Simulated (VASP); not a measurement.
A run of VASP 6.6.1:

File POSCAR:

```
TiAl
1.0
    2.6271586311      0.0000000000      0.0000000000
   -1.3135793155      2.2751861143      0.0000000000
    0.0000000000      0.0000000000      5.5722444176
Ti Al
1 1
Direct
    0.0000000000      0.0000000000      0.0000000000
    0.3333333333      0.6666666667      0.5000000000
```

The input INCAR.step1:

```
PREC = Accurate
ENCUT = 520
ISMEAR = 0
SIGMA = 0.15
LREAL = F
LASPH = T
NELM = 80
NBANDS = 14
GGA = PE
ALGO = Normal
EDIFF = 1E-4
LWAVE = T
LCHARG = F
```

The input INCAR.step2:

```
PREC = Accurate
ENCUT = 520
EDIFF = 1E-6
ISMEAR = 0
SIGMA = 0.15
LREAL = F
LASPH = T
NELM = 80
ALGO = Normal
ISIF = 2
LWAVE = F
LCHARG = F
METAGGA = R2SCAN
LMIXTAU = T
NBANDS = 14
ISTART = 1
```

KPOINTS

```
Automatic mesh
0
Gamma
  24 24 12
```

Potentials or basis: VASP PAW PBE potentials, release 64 (Ti_sv, Al).

The run is started by

```console
$ cat potpaw_PBE.64/Ti_sv/POTCAR potpaw_PBE.64/Al/POTCAR > POTCAR
$ cp INCAR.step1 INCAR
$ mpirun -np 1 vasp_std > vasp.out
$ cp INCAR.step2 INCAR
$ mpirun -np 1 vasp_std > vasp.out
```

Hardware: 1 thread of AMD EPYC 7R13 Processor (Zen 3), on a shared host.

Problem. How long does it take, and how much memory?

Solution. Run time: 13 min on 1 thread of AMD EPYC 7R13 Processor (Zen 3) (shared host), peak memory 0.29 GiB. Counts: k points 427.
